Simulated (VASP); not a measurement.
Runs of VASP 6.6.1 on BN. It takes space group F-43m (No. 216, cubic). Conventional cell: a = 3.625 Å, b = 3.625 Å, c = 3.625 Å, α = 90.00°, β = 90.00°, γ = 90.00°. Within 2.1 Å of B (site symmetry -43m) lie 4 N at 1.57 Å. Within 2.1 Å of N (site symmetry -43m) lie 4 B at 1.57 Å. 

```csv
task,level,potentials or basis,cell,cutoff (eV),smearing,second run,gap on the mesh (eV),pressure (GPa)
single point,r2SCAN,"VASP PAW PBE potentials, release 64 (B_h, N_h)",as given,910,gaussian 0.02 eV,hard_potentials,4.98,(b)
single point,r2SCAN,"VASP PAW PBE potentials, release 64 (B, N)",as given,520,gaussian 0.02 eV,-,4.97,(a)
single point,PBE,"VASP PAW PBE potentials, release 64 (B, N)",as given,520,gaussian 0.02 eV,-,4.45,0.2
relaxation of cell and atoms,PBE,"VASP PAW PBE potentials, release 64 (B, N)",relaxed,600,gaussian 0.02 eV,-,4.45,-0.1
```

Alike in all rows: no spin polarisation; k mesh 12 × 12 × 12.

Q: Estimate the missing entries.

A: (a) -3.7; (b) -5.3.

Caveats: the PAW data sets were made with another functional, which shifts forces and pressure a little (some runs); the cutoff is under 1.25 times the usual one of these potentials, so pressure, stress and relaxed cells hold a basis-set (Pulay) error (some runs); the relaxation stopped at its first step, so nothing moved (some runs).

A k mesh can miss the band edges.
